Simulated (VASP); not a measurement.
Be3Ag, 20 atoms in the cell. The cell holds a disordered packing, 20 atoms: a = 5.997 Å, b = 5.839 Å, c = 6.053 Å, α = 89.94°, β = 93.12°, γ = 89.84°. 

- Program: VASP 6.6.1
- Task: single point
- Functional: PBE
- Potentials or basis: VASP PAW PBE potentials, release 64 (Be, Ag)
- Cutoff: 520 eV
- k mesh: 4 × 4 × 4
- Occupations: fermi-dirac, width 0.1844 eV
- Spin: no spin polarisation
- Dipole correction: no
- Further INCAR settings: LREAL = Auto; ALGO = Normal; EDIFF = 1e-07; NBANDS = 58

Potentials or basis: VASP PAW PBE potentials, release 64 (Be, Ag).

Launch:

```console
$ cat potpaw_PBE.64/Be/POTCAR potpaw_PBE.64/Ag/POTCAR > POTCAR
$ mpirun -np 1 vasp_std > vasp.out
```

Hardware: 1 thread of AMD EPYC 9R45 96-Core Processor (Zen 5), on a shared host.

**Question.** How long does it take, and how much memory?

**Answer.** Wall time 10 min on 1 thread of AMD EPYC 9R45 96-Core Processor (Zen 5), with other jobs on the host, peak memory 0.46 GiB. Counts: scf iterations 16, k points 36.
